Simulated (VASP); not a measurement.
Set up this calculation in VASP 6.6.1, as the native input.

- Task: single point
- Functional: LDA
- Potentials or basis: VASP PAW LDA potentials, release 64 (Ba_sv, Cu)
- Cutoff: 520 eV
- k mesh: 1 × 1 × 1
- Occupations: fermi-dirac, width 0.15 eV
- Spin: no spin polarisation
- Dipole correction: no
- Further INCAR settings: LREAL = Auto; ALGO = Normal; EDIFF = 1e-07; NBANDS = 100

The structure of Ba16Cu (a cell with a defect) lies in POSCAR:

```
Ba16Cu
1.0
   10.0400000000      0.0000000000      0.0000000000
    0.0000000000     10.0400000000      0.0000000000
    0.0000000000      0.0000000000     10.0400000000
Ba Cu
16 1
Direct
   -0.0139641434     -0.0157470120      0.0334262948
    0.5137649402     -0.0249701195      0.0008864542
   -0.0014243028      0.4857071713      0.0211952191
    0.0191932271     -0.0043824701      0.5001892430
    0.2615737052      0.2527191235      0.2721912351
    0.4874501992      0.5009561753     -0.0250199203
    0.5104083665     -0.0038545817      0.4800996016
    0.7610856574      0.2421812749      0.2147709163
   -0.0000597610      0.5086553785      0.5171812749
    0.2495318725      0.7531972112      0.2540836653
    0.2880478088      0.2618127490      0.7313047809
    0.4957669323      0.5056374502      0.5033067729
    0.7390537849      0.7408067729      0.2243127490
    0.7477091633      0.2587450199      0.7338545817
    0.2534760956      0.7378286853      0.7750896414
    0.7589243028      0.7399103586      0.7645219124
    0.2096812749      0.1645617530     -0.0077490040
```

The input as run:

INCAR

```
SYSTEM = Ba16Cu
PREC = Accurate
ENCUT = 520
EDIFF = 1E-7
ISMEAR = -1
SIGMA = 0.15
LREAL = Auto
LASPH = .True.
NELM = 80
ALGO = Normal
ISIF = 2
LWAVE = .False.
LCHARG = .False.
NBANDS = 100
```

KPOINTS

```
Automatic mesh
0
Gamma
  1 1 1
  0 0 0
```

Potentials or basis: VASP PAW LDA potentials, release 64 (Ba_sv, Cu).

Launch:

```bash
$ cat potpaw_LDA.64/Ba_sv/POTCAR potpaw_LDA.64/Cu/POTCAR > POTCAR
$ mpirun -np 1 vasp_gam > vasp.out
```

Results of the run:

```
Pressure      : -1.9 GPa
Largest force : 0.760 eV/Å
```

Caveat: the k points lie up to 0.63 Å⁻¹ apart.

Run time: 5.2 min on 1 thread of AMD EPYC 7R43 64-Core Processor (Zen 3) (shared host), peak memory 0.68 GiB.
